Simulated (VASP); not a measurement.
# PbS (P6_3/mmc) in VASP: settings compared

PbS is run at these levels: LDA, PBEsol; tasks: single point.

Everything below comes from runs of VASP 6.6.1. Logs are shortened: lines on timing, memory, paths and dates and some standing lists are left out, and cuts for length are marked.

## 1. The cell of the first run

It takes space group P6_3/mmc (No. 194, hexagonal). Conventional cell: a = 4.018 Å, b = 4.018 Å, c = 7.213 Å, α = 90.00°, β = 90.00°, γ = 120.00°. Within 3.9 Å of Pb (site symmetry -3m) lie 6 S at 2.94 Å and 2 Pb at 3.61 Å. S (site symmetry -6m2) has 6 Pb at 2.94 Å within 3.9 Å.

## 2. Single point, LDA

Input file INCAR:

```
PREC = Accurate
ENCUT = 500
EDIFF = 1E-6
ISMEAR = -1
SIGMA = 0.02
LREAL = F
LASPH = T
NELM = 120
ALGO = Normal
ISIF = 2
LWAVE = F
LCHARG = T
GGA = CA
LELF = T
LVHAR = T
NBANDS = 28
GGA_COMPAT = F
```

Input file KPOINTS:

```
regular mesh
0
Gamma
  6 6 4
```

Input file POSCAR:

```
PbS
1.0
    4.0181656518      0.0000000000      0.0000000000
   -2.0090828259      3.4798335311      0.0000000000
    0.0000000000      0.0000000000      7.2127389047
Pb S
2 2
Direct
    0.0000000000      0.0000000000      0.0000000000
    0.0000000000      0.0000000000      0.5000000000
    0.3333333333      0.6666666667      0.2500000000
    0.6666666667      0.3333333333      0.7500000000
```

Potentials or basis: VASP PAW LDA potentials, release 64 (Pb_d, S).

Started as:

```bash
$ cat potpaw_LDA.64/Pb_d/POTCAR potpaw_LDA.64/S/POTCAR > POTCAR
$ mpirun -np 1 vasp_std > vasp.out
```

OUTCAR:

```text
PREC = Accurate
   ENCUT = 500
   EDIFF = 1E-6
   ISMEAR = -1
   LREAL = F
   LASPH = T
   NELM = 120
   ISIF = 2
   GGA = CA

 ion  position               nearest neighbor table
   1  0.000  0.000  0.000-   3 2.94   4 2.94   4 2.94   3 2.94   4 2.94   3 2.94   2 3.61   2 3.61

   2  0.000  0.000  0.500-   3 2.94   4 2.94   4 2.94   3 2.94   4 2.94   3 2.94   1 3.61   1 3.61

   3  0.333  0.667  0.250-   1 2.94   2 2.94   1 2.94   2 2.94   1 2.94   2 2.94
   4  0.667  0.333  0.750-   1 2.94   2 2.94   1 2.94   2 2.94   1 2.94   2 2.94

  LATTYP: Found a hexagonal cell.
 ALAT       =     4.0181656518
 C/A-ratio  =     1.7950327412

  Lattice vectors:

 A1 = (   4.0181656518,   0.0000000000,   0.0000000000)
 A2 = (  -2.0090828259,   3.4798335311,   0.0000000000)
 A3 = (   0.0000000000,   0.0000000000,   7.2127389047)

Analysis of symmetry for initial positions (statically):
=====================================================================
 Subroutine PRICEL returns:
 Original cell was already a primitive cell.

 Routine SETGRP: Setting up the symmetry group for a
 hexagonal supercell.

 Subroutine GETGRP returns: Found 24 space group operations
 (whereof 12 operations were pure point group operations)
 out of a pool of 24 trial point group operations.

The static configuration has the point symmetry D_3d.
 The point group associated with its full space group is D_6h.

Analysis of symmetry for dynamics (positions and initial velocities):
=====================================================================
 Subroutine PRICEL returns:
 Original cell was already a primitive cell.

 Routine SETGRP: Setting up the symmetry group for a
 hexagonal supercell.

 Subroutine GETGRP returns: Found 24 space group operations
 (whereof 12 operations were pure point group operations)
 out of a pool of 24 trial point group operations.

The dynamic configuration has the point symmetry D_3d.
 The point group associated with its full space group is D_6h.

 Subroutine INISYM returns: Found 24 space group operations
 (whereof 12 operations are pure point group operations),
 and found     1 'primitive' translations

----------------------------------------------------------------------------------------

                                     Primitive cell

  volume of cell :     100.8525

  direct lattice vectors                    reciprocal lattice vectors
     4.018165652  0.000000000  0.000000000     0.248869780  0.143685034  0.000000000
[... 86 lines left out ...]
   EDIFF  = 0.1E-05   stopping-criterion for ELM
   LREAL  =      F    real-space projection
   EDIFFG = 0.1E-04   stopping-criterion for IOM
   NSW    =      0    number of steps for IOM
   IBRION =     -1    ionic relax: 0-MD 1-quasi-New 2-CG
   NFREE  =      0    steps in history (QN), initial steepest desc. (CG)
   ISIF   =      2    stress and relaxation
   ISYM   =      2    0-nonsym 1-usesym 2-fastsym
   POTIM  = 0.5000    time-step for ionic-motion
   TEBEG  =    0.0;   TEEND  =   0.0 temperature during run
   PSTRESS=    0.0 pullay stress
   NELECT =      40.0000    total number of electrons
   NUPDOWN=      -1.0000    fix difference up-down
   EMIN   =  10.00;   EMAX   =-10.00  energy-range for DOS
   EFERMI =   0.00;   METHOD = LEGACY
   ISMEAR =    -1;   SIGMA  =   0.02  broadening in eV -4-tet -1-fermi 0-gaus
   EFERMI_NEDOS =   21; number of points for ismear=-14 and -15
   IALGO  =     38    algorithm
   IMIX   =      4    mixing-type and parameters
     AMIX     =   0.40;   BMIX     =  1.00
     AMIX_MAG =   1.60;   BMIX_MAG =  1.00
  volume/ion in A,a.u.               =      25.21       170.15
  Fermi-wavevector in a.u.,A,eV,Ry     =   1.202816  2.272993 19.684462  1.446767
  Thomas-Fermi vector in A             =   2.338587
   LORBIT       =      0    0 simple, 1 ext, 2 COOP (PROOUT), +10 PAW based schemes
   GGA     = CA    functional components
   LHFCALC =     F    Hartree Fock is set to
   AEXX    =    0.0000 exact exchange contribution
   IVDW    =     0    specifies the selected vdW correction
   LEPSILON=     F    determine dielectric tensor
   LRPA    =     F    only Hartree local field effects (RPA)
 non-spin polarized calculation
  energy-cutoff  :      500.00
  volume of cell :      100.85
 maximum number of plane-waves:      2592
 NGX is ok and might be reduce to    30
   NGX = 15   NGY = 15   NGZ = 27

 number of electron      40.0000005 magnetization

 Free energy of the ion-electron system (eV)
  ---------------------------------------------------
  ext. energy  EPLUGINS =         0.00000000
  ---------------------------------------------------
  free energy    TOTEN  =       -19.73175335 eV

  energy without entropy =      -19.73116987  energy(sigma->0) =      -19.73146161

 E-fermi :   6.2208     XC(G=0): -10.1772

 val. band max:        6.1800794532   @ k =   0.5000   0.0000   0.0000
 cond. band min:       6.2484265296   @ k =   0.0000   0.0000   0.0000
 fundamental gap:      0.0683470764
 Fermi energy:         6.2207545853

 k-point     1 :       0.0000    0.0000    0.0000
  band No.  band energies     occupation
      1     -10.9713      2.00000
      2     -10.8928      2.00000
      3     -10.8928      2.00000
      4     -10.8661      2.00000
      5     -10.8661      2.00000
      6     -10.8500      2.00000
[... 640 lines left out ...]
     27      13.7145      0.00000
     28      13.7145      0.00000

------------------------ aborting loop because EDIFF is reached ----------------------------------------

  FORCE on cell =-STRESS in cart. coord.  units (eV):
  Direction    XX          YY          ZZ          XY          YZ          ZX
  --------------------------------------------------------------------------------------
  -------------------------------------------------------------------------------------
  Total        0.0230559      0.0230559      0.0562461      0.0000000      0.0000000      0.0000000
  in kB        0.3662735      0.3662735      0.8935459      0.0000000      0.0000000      0.0000000
  external PRESSURE =       0.5420309 kB  Pullay stress =       0.0000000 kB

 VOLUME and BASIS-vectors are now :
 -----------------------------------------------------------------------------
  energy-cutoff  :      500.00
  volume of cell :      100.85
      direct lattice vectors                 reciprocal lattice vectors
     4.018165652  0.000000000  0.000000000     0.248869780  0.143685034  0.000000000
    -2.009082826  3.479833531  0.000000000     0.000000000  0.287370068  0.000000000
     0.000000000  0.000000000  7.212738905     0.000000000  0.000000000  0.138643588

 POSITION                                       TOTAL-FORCE (eV/Angst)
 -----------------------------------------------------------------------------------
      0.00000      0.00000      0.00000        -0.000000      0.000000      0.000000
      0.00000      0.00000      3.60637        -0.000000      0.000000      0.000000
     -0.00000      2.31989      1.80318        -0.000000      0.000000     -0.000000
      2.00908      1.15994      5.40955         0.000000     -0.000000      0.000000
 -----------------------------------------------------------------------------------
    total drift:                               -0.000000      0.000000      0.000000

  FREE ENERGIE OF THE ION-ELECTRON SYSTEM (eV)
  ---------------------------------------------------
  free  energy   TOTEN  =       -19.7317533541 eV

  energy  without entropy=      -19.7311698739  energy(sigma->0) =      -19.73146161
```

OSZICAR:

```text
N       E                     dE             d eps       ncg     rms          rms(c)
DAV:   1     0.415764536397E+03    0.41576E+03   -0.18334E+04  1176   0.148E+03
DAV:   2     0.267138406176E+02   -0.38905E+03   -0.37753E+03  1196   0.405E+02
DAV:   3    -0.183764432796E+02   -0.45090E+02   -0.43700E+02  1556   0.154E+02
DAV:   4    -0.205375346014E+02   -0.21611E+01   -0.21501E+01  1416   0.340E+01
DAV:   5    -0.206282255668E+02   -0.90691E-01   -0.90651E-01  1612   0.743E+00    0.681E+00
DAV:   6    -0.197459525242E+02    0.88227E+00   -0.22042E+00  1628   0.980E+00    0.452E+00
DAV:   7    -0.197404562565E+02    0.54963E-02   -0.34052E-01  1296   0.239E+00    0.260E+00
DAV:   8    -0.197352813446E+02    0.51749E-02   -0.59234E-02  1560   0.184E+00    0.665E-01
DAV:   9    -0.197316420828E+02    0.36393E-02   -0.15914E-02  1608   0.935E-01    0.725E-02
DAV:  10    -0.197317569288E+02   -0.11485E-03   -0.10570E-03  1296   0.184E-01    0.396E-02
DAV:  11    -0.197317533199E+02    0.36089E-05   -0.75886E-05  1436   0.534E-02    0.173E-02
DAV:  12    -0.197317538512E+02   -0.53133E-06   -0.11598E-05  1420   0.231E-02    0.108E-02
DAV:  13    -0.197317533541E+02    0.49716E-06   -0.10362E-06   664   0.982E-03
   1 F= -.19731753E+02 E0= -.19731462E+02  d E =-.583480E-03
```

stdout:

```text
POSCAR found type information on POSCAR PbS
 POSCAR found :  2 types and       4 ions
 scaLAPACK will be used
 LDA part: xc-table for (Slater(with rela. corr.)+CA(PZ))
 , standard interpolation
 POSCAR, INCAR and KPOINTS ok, starting setup
 FFT: planning ... GRIDC
 FFT: planning ... GRID_SOFT
 FFT: planning ... GRID
 WAVECAR not read
 entering main loop
```

Wall time 71 s (1 thread of Intel Xeon Platinum 8259CL at 2.50GHz (Skylake/Cascade Lake), shared host); peak memory 0.2 GiB.

What came out:

- Free energy: -19.7318 eV
- Pressure: 0.1 GPa
- Band gap on the k mesh: zero (band 20 reaches 6.27 eV, above the bottom of band 21 at 6.18 eV)

Levels at points of the mesh, in eV from the Fermi level:
| k point | band 17 | band 18 | band 19 | band 20 | band 21 | band 22 | band 23 | band 24 |
| --- | --- | --- | --- | --- | --- | --- | --- | --- |
| (0.00, 0.00, 0.00) | -2.29 | -1.80 | -1.80 | 0.03 | 0.43 | 3.11 | 3.11 | 3.62 |
| (0.50, 0.00, 0.00) | -3.53 | -1.98 | -1.82 | -1.03 | -0.04 | 1.67 | 2.32 | 3.64 |
| (0.00, 0.00, 0.50) | -2.04 | -2.04 | -1.66 | -1.66 | 2.51 | 2.51 | 3.21 | 3.21 |
| (0.50, 0.00, 0.50) | -3.06 | -3.06 | -2.91 | -2.91 | 2.41 | 2.41 | 2.73 | 2.73 |

Caveat: spin-orbit coupling is left out, which moves the levels of the heavy elements.

## 3. Single point, PBEsol

This run uses another cell than the first one, of 26.01 Å³/atom, 1.032 times its volume.

Input file INCAR:

```
SYSTEM = PbS
  PREC = Accurate
  ENCUT = 500
  EDIFF = 1E-6
  ISMEAR = -1
  SIGMA = 0.02
  LREAL = .FALSE.
  LASPH = .TRUE.
  NELM = 120
  ALGO = Normal
  ISIF = 2
  LWAVE = .FALSE.
  LCHARG = .FALSE.
  GGA = PS
  NBANDS = 28
  GGA_COMPAT = .FALSE.
```

Input file KPOINTS:

```
Automatic mesh
0
G
  6 6 4
  0 0 0
```

Input file POSCAR:

```
PbS
1.0
    4.0656377725      0.0000000000      0.0000000000
   -2.0328188862      3.5209455936      0.0000000000
    0.0000000000      0.0000000000      7.2675041524
Pb S
2 2
Direct
    0.0000000000      0.0000000000      0.0000000000
    0.0000000000      0.0000000000      0.5000000000
    0.3333333333      0.6666666667      0.2500000000
    0.6666666667      0.3333333333      0.7500000000
```

Potentials or basis: VASP PAW PBE potentials, release 64 (Pb_d, S).

Started as:

```bash
$ cat potpaw_PBE.64/Pb_d/POTCAR potpaw_PBE.64/S/POTCAR > POTCAR
$ mpirun -np 1 vasp_std > vasp.out
```

OUTCAR:

```text
SYSTEM = PbS
   PREC = Accurate
   ENCUT = 500
   EDIFF = 1E-6
   ISMEAR = -1
   LREAL = .FALSE.
   LASPH = .TRUE.
   NELM = 120
   ISIF = 2
   GGA = PS

 ion  position               nearest neighbor table
   1  0.000  0.000  0.000-   3 2.97   4 2.97   4 2.97   3 2.97   4 2.97   3 2.97   2 3.63   2 3.63

   2  0.000  0.000  0.500-   3 2.97   4 2.97   4 2.97   3 2.97   4 2.97   3 2.97   1 3.63   1 3.63

   3  0.333  0.667  0.250-   1 2.97   2 2.97   1 2.97   2 2.97   1 2.97   2 2.97
   4  0.667  0.333  0.750-   1 2.97   2 2.97   1 2.97   2 2.97   1 2.97   2 2.97

[... 848 lines left out ...]
  --------------------------------------------------------------------------------------
  -------------------------------------------------------------------------------------
  Total       -0.0377829     -0.0377829     -0.0270466     -0.0000000      0.0000000      0.0000000
  in kB       -0.5818789     -0.5818789     -0.4165342     -0.0000000      0.0000000      0.0000000
  external PRESSURE =      -0.5267640 kB  Pullay stress =       0.0000000 kB

 VOLUME and BASIS-vectors are now :
 -----------------------------------------------------------------------------
  energy-cutoff  :      500.00
  volume of cell :      104.03
      direct lattice vectors                 reciprocal lattice vectors
     4.065637772  0.000000000  0.000000000     0.245963870  0.142007306  0.000000000
    -2.032818886  3.520945594  0.000000000     0.000000000  0.284014613  0.000000000
     0.000000000  0.000000000  7.267504152     0.000000000  0.000000000  0.137598821

 POSITION                                       TOTAL-FORCE (eV/Angst)
 -----------------------------------------------------------------------------------
      0.00000      0.00000      0.00000         0.000000      0.000000      0.000000
      0.00000      0.00000      3.63375         0.000000      0.000000      0.000000
     -0.00000      2.34730      1.81688         0.000000     -0.000000      0.000000
      2.03282      1.17365      5.45063        -0.000000      0.000000      0.000000
 -----------------------------------------------------------------------------------
    total drift:                               -0.000000      0.000000      0.000000

  FREE ENERGIE OF THE ION-ELECTRON SYSTEM (eV)
  ---------------------------------------------------
  free  energy   TOTEN  =       -18.6599911855 eV

  energy  without entropy=      -18.6590865042  energy(sigma->0) =      -18.65953884
```

Wall time 67 s (1 thread of Intel Xeon Platinum 8259CL at 2.50GHz (Skylake/Cascade Lake), shared host); peak memory 0.23 GiB.

What came out:

```
Free energy            : -18.6600 eV
Pressure               : -0.1 GPa
Band gap on the k mesh : zero (band 20 reaches 5.99 eV, above the bottom of band 21 at 5.98 eV)
```

Caveat: the PAW data sets were made with another functional, which shifts forces and pressure a little; spin-orbit coupling is left out, which moves the levels of the heavy elements.
